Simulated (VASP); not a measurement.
A run of VASP 6.6.1:

File INCAR:

```
SYSTEM = ZrC
PREC     = Accurate       ! precision mode
ENCUT    = 520            ! plane-wave cutoff, eV
EDIFF    = 1E-7           ! SCF threshold, eV
ISMEAR   = 0              ! smearing method
SIGMA    = 0.15           ! smearing width, eV
LREAL    = .FALSE.        ! projectors in reciprocal space
LASPH    = .TRUE.         ! aspherical terms in the spheres
NELM     = 60             ! most SCF steps
ALGO     = Normal         ! electronic algorithm
ISIF     = 2              ! what is computed and relaxed
LWAVE    = .FALSE.        ! write WAVECAR
LCHARG   = .TRUE.         ! write CHGCAR
GGA      = PE             ! functional
LELF     = .TRUE.         ! ELF
LVHAR    = .TRUE.       
NBANDS   = 15             ! bands
```

Contents of KPOINTS:

```
regular mesh
0
G
  18 18 18
  0 0 0
```

Contents of POSCAR:

```
ZrC
1.0
    0.0000000000      2.4442184000      2.4442184000
    2.4442184000      0.0000000000      2.4442184000
    2.4442184000      2.4442184000      0.0000000000
Zr C
1 1
Direct
    0.5000000000      0.5000000000      0.5000000000
    0.0000000000      0.0000000000      0.0000000000
```

Potentials or basis: VASP PAW PBE potentials, release 64 (Zr_sv, C).

Launch:

```bash
$ cat potpaw_PBE.64/Zr_sv/POTCAR potpaw_PBE.64/C/POTCAR > POTCAR
$ mpirun -np 1 vasp_std > vasp.out
```

Hardware: 1 thread of Intel(R) Xeon(R) 6975P-C (Granite Rapids) (shared host).

Question: Estimate the wall time of this run.

Answer: It took 47 s on 1 thread of Intel(R) Xeon(R) 6975P-C (Granite Rapids), with other jobs on the host, peak memory 0.22 GiB. Counts: scf iterations 14, k points 195.
